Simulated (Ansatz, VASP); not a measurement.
# Ru in VASP and in Ansatz

Contents of INCAR:

```
  PREC = Accurate
  ENCUT = 520
  EDIFF = 1E-6
  ISMEAR = -5
  SIGMA = 0.05
  LREAL = F
  LASPH = T
  NELM = 150
  ALGO = Normal
  ISIF = 2
  LWAVE = F
  LCHARG = T
  LMAXMIX = 4
  LDAU = T
  LDAUTYPE = 2
  LDAUL = 2
  LDAUU = 6
  LDAUJ = 0
  LDAUPRINT = 1
  GGA = RP
  LELF = T
  LVHAR = T
  NBANDS = 13
```

KPOINTS

```
regular mesh
0
Gamma
  12 12 12
```

File POSCAR:

```
Ru
1.0
    0.0000000000      1.8759073982      1.8759073982
    1.8759073982      0.0000000000      1.8759073982
    1.8759073982      1.8759073982      0.0000000000
Ru
1
Direct
    0.0000000000      0.0000000000      0.0000000000
```

File input.yaml:

```yaml
crystal:
  lattice:
    - [0.0, 1.8759073982, 1.8759073982]
    - [1.8759073982, 0.0, 1.8759073982]
    - [1.8759073982, 1.8759073982, 0.0]
  atoms:
    - { symbol: Ru, position: [0.0, 0.0, 0.0] }
kpoints:
  mp_grid: { grid: [12, 12, 12] }
scf:
  occupations: { method: tetrahedron }
hamiltonian:
  xc: rpbe
  pseudopotentials: { kind: all_electron, lapw: { basis_error: 0.002 } }
  hubbard:
    sites: [{ species: Ru, l: d, u_eff: 6 }]
    double_counting: fll
    projectors: ortho-atomic
output:
  forces: true
  stress: true
  eigenvalues: true
  hubbard: {}
```

Change from the starting cell: volume scaled by 0.94.

Alike in both runs: task single point; functional RPBE; k mesh 12 × 12 × 12; occupations tetrahedron; no spin polarisation; Hubbard terms Ru d U = 6.0 eV.

```csv
,VASP,Ansatz
version,VASP 6.6.1,Ansatz 0.2.0
potentials or method,"VASP PAW PBE potentials, release 64 (Ru_pv), cutoff 520 eV","all-electron LAPW, scalar-relativistic"
```

|  | VASP | Ansatz | Ansatz less VASP |
| --- | --- | --- | --- |
| gap on the k mesh at the Fermi level (eV) | none | none | - |
| pressure (GPa) | 11.7 | 16.9 | +5.21 |

VASP's potentials were made for PBE, not for RPBE. The programs project onto different local orbitals, so the same U acts differently, and such runs can settle in different states. A gap of «none» marks a metal or a gap that the smearing closes. Ansatz ran all-electron here, and VASP with PAW potentials.

Noted on Ansatz's run: U is the effective U less J, on atomic orbitals that reach past the spheres.
